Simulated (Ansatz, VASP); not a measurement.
Two plane-wave programs on Ru

```
CELL_PARAMETERS angstrom
-1.52673 1.52673 1.52673
1.52673 -1.52673 1.52673
1.52673 1.52673 -1.52673
ATOMIC_POSITIONS crystal
Ru 0.00000 0.00000 0.00000
```

Alike in both runs: task single point; functional PBE; k mesh 10 × 10 × 10; occupations gaussian, width 0.05 eV; no spin polarisation.

|  | VASP | Ansatz |
| --- | --- | --- |
| version | VASP 6.6.1 | Ansatz 0.2.0 |
| potentials or method | VASP PAW PBE potentials, release 64 (Ru_pv), cutoff 500 eV | scalar-relativistic, plane waves, PAW |
| valence electrons in the cell | 14 | 16 |

```csv
,VASP,Ansatz,Ansatz less VASP
gap on the k mesh at the Fermi level (eV),none,none,-
pressure (GPa),-0.1,-0.1,-0.02
```

A gap of «none» marks a metal or a gap that the smearing closes. VASP's potentials hold 14 valence electrons a cell and Ansatz's 16, so a difference there can come from the potentials and not from the codes.
